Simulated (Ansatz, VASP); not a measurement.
**One calculation of GaAs, two programs**

```
CELL_PARAMETERS angstrom
0.00000 2.75618 2.89752
2.75618 0.00000 2.89752
2.75618 2.75618 0.00000
ATOMIC_POSITIONS crystal
Ga 0.00000 0.00000 0.00000
As 0.75000 0.75000 0.75000
```

Change from the starting cell: strain -0.025 along x and y, +0.025 along z, atoms carried along.

Alike in both runs: task single point; functional PBE; k mesh 10 × 10 × 10; occupations gaussian, width 0.05 eV; no spin polarisation.

|  | VASP | Ansatz |
| --- | --- | --- |
| version | VASP 6.6.1 | Ansatz 0.2.0 |
| potentials or method | VASP PAW PBE potentials, release 64 (Ga_d, As), cutoff 520 eV | scalar-relativistic, plane waves, PAW |
| valence electrons in the cell | 18 | 28 |

|  | VASP | Ansatz | Ansatz less VASP |
| --- | --- | --- | --- |
| gap on the k mesh at the Fermi level (eV) | 0.59 | 0.59 | -0.006 |
| least direct gap on the mesh (eV) | 0.59 | 0.59 | -0.006 |
| pressure (GPa) | 5.5 | 5.3 | -0.20 |
| traceless stress, the component that is largest in VASP (GPa) | -2.17 | -2.17 | -0.006 |

VASP's potentials hold 18 valence electrons a cell and Ansatz's 28, so a difference there can come from the potentials and not from the codes.
